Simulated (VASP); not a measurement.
Input of a VASP 6.6.1 run:

File INCAR:

```
PREC = Accurate ; ENCUT = 520
EDIFF = 1E-6 ; ISMEAR = 0
SIGMA = 0.1 ; LREAL = F
LASPH = T ; NELM = 100
ALGO = Normal ; ISIF = 2
LWAVE = F ; LCHARG = T
GGA = PS ; LELF = T
LVHAR = T ; NBANDS = 19
```

KPOINTS

```
regular mesh
0
Gamma
  12 12 6
```

File POSCAR:

```
TiTe2
1.0
    3.7770008876      0.0000000000      0.0000000000
   -1.8885004438      3.2709787188      0.0000000000
    0.0000000000      0.0000000000      6.4980000000
Ti Te
1 2
Direct
    0.0000000000      0.0000000000      0.0000000000
    0.7262377409      0.3333333333      0.2628000000
    0.3333333333      0.6666666667      0.7372000000
```

Potentials or basis: VASP PAW PBE potentials, release 64 (Ti_sv, Te).

Launch:

```bash
$ cat potpaw_PBE.64/Ti_sv/POTCAR potpaw_PBE.64/Te/POTCAR > POTCAR
$ mpirun -np 1 vasp_std > vasp.out
```

Predict the band gap on the k mesh.

zero (band 12 reaches 7.05 eV, above the bottom of band 13 at 6.44 eV).

Estimate the pressure.

-1.6 GPa.

What does it give for the largest force?

0.753 eV/Å.

Stress tensor (GPa, compression positive):
```
-2.17 -0.93 -2.90
-0.93 -2.10  0.55
-2.90  0.55 -0.61
```

Caveat: the cell differs from its parent crystal (one atom moved); the PAW data sets were made with another functional, which shifts forces and pressure a little; spin-orbit coupling is left out, which moves the levels of the heavy elements.
